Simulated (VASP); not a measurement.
Wanted: the native input for a VASP 6.6.1 run.

| Item | Value |
| --- | --- |
| Task | single point |
| Functional | PBE |
| Potentials or basis | VASP PAW PBE potentials, release 64 (Li_sv, F) |
| Cutoff | 520 eV |
| k mesh | 10 × 10 × 10 |
| Occupations | gaussian, width 0.02 eV |
| Spin | no spin polarisation |
| Dipole correction | no |
| Further INCAR settings | ALGO = Normal; EDIFF = 1e-06; NBANDS = 12 |

The structure of LiF (base) lies in POSCAR:

```
LiF
1.0
    0.0000000000      2.0338385521      2.0338385521
    2.0338385521      0.0000000000      2.0338385521
    2.0338385521      2.0338385521      0.0000000000
Li F
1 1
Direct
    0.0000000000      0.0000000000      0.0000000000
    0.5000000000      0.5000000000      0.5000000000
```

One way to write it, as run:

INCAR

```
SYSTEM = LiF
PREC = Accurate ; ENCUT = 520
EDIFF = 1E-6 ; ISMEAR = 0
SIGMA = 0.02 ; LREAL = .False.
LASPH = .True. ; NELM = 60
ALGO = Normal ; ISIF = 2
LWAVE = .False. ; LCHARG = .True.
GGA = PE ; LELF = .True.
LVHAR = .True. ; NBANDS = 12
```

KPOINTS

```
regular mesh
0
Gamma
  10 10 10
  0 0 0
```

Potentials or basis: VASP PAW PBE potentials, release 64 (Li_sv, F).

Command:

```console
$ cat potpaw_PBE.64/Li_sv/POTCAR potpaw_PBE.64/F/POTCAR > POTCAR
$ mpirun -np 1 vasp_std > vasp.out
```

Results of the run:

```yaml
Band_gap_on_the_k_mesh: 8.83 eV, direct
```

Run time: 7.7 s on 1 thread of Intel(R) Xeon(R) Platinum 8259CL CPU @ 2.50GHz (Skylake/Cascade Lake), on a shared host, peak memory 0.13 GiB.
